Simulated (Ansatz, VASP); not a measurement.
# Two plane-wave programs on Si2C

```
Si C
1.0
     4.74845    0.00000    0.00000
    -2.37423    4.11228    0.00000
     0.00000    0.00000    5.91154
Si C
4 2
Direct
  0.50000 0.00000 0.50000
  0.00000 0.50000 0.50000
  0.50000 0.50000 0.50000
  0.00000 0.00000 0.00000
  0.00000 0.00000 0.30405
  0.00000 0.00000 0.69595
```

Alike in both runs: functional PBE; k mesh 6 × 6 × 4; occupations gaussian, width 0.1 eV; no spin polarisation.

Ansatz relaxed the structure, and its values are those at the end. VASP's run is a single point on that final structure, the one shown.

|  | VASP | Ansatz |
| --- | --- | --- |
| version | VASP 6.6.1 | Ansatz 0.2.0 |
| potentials or method | VASP PAW PBE potentials, release 64 (Si, C), cutoff 520 eV | scalar-relativistic, plane waves, PAW |
| valence electrons in the cell | 24 | 24 |

VASP gave:

```
gap on the k mesh at the Fermi level (eV) : none
pressure (GPa)                            : 0.0
rms of the force components (eV/Å)        : 0.010
```

Problem. Which values does Ansatz return?

Solution. gap on the k mesh at the Fermi level (eV): none; pressure (GPa): 0.0; rms of the force components (eV/Å): 0.005.

A gap of «none» marks a metal or a gap that the smearing closes. With one functional, cell and mesh, what is left measures potentials, basis and numerics.
